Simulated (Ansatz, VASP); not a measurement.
One calculation of Cu, two programs

```
Cu
1.0
     0.00000    1.75921    1.75921
     1.75921    0.00000    1.75921
     1.75921    1.75921    0.00000
Cu
1
Cartesian
  0.0000 0.0000 0.0000
```

Alike in both runs: functional LDA; k mesh 18 × 18 × 18; occupations gaussian, width 0.1 eV; no spin polarisation.

Ansatz relaxed the structure, and its values are those at the end. VASP's run is a single point on that final structure, the one shown.

|  | VASP | Ansatz |
| --- | --- | --- |
| version | VASP 6.6.1 | Ansatz 0.2.0 |
| potentials or method | VASP PAW LDA potentials, release 64 (Cu), cutoff 520 eV | scalar-relativistic, plane waves, PAW |
| valence electrons in the cell | 11 | 19 |

```tsv
	VASP	Ansatz	Ansatz less VASP
gap on the k mesh at the Fermi level (eV)	none	none	-
pressure (GPa)	0.9	0.0	-0.91
```

Ansatz warns that its potentials were made for another functional, while VASP's fit it. LDA's correlation is that of Perdew and Zunger in VASP and of Perdew and Wang (1992) in Ansatz. A gap of «none» marks a metal or a gap that the smearing closes. VASP's potentials hold 11 valence electrons a cell and Ansatz's 19, so a difference there can come from the potentials and not from the codes.
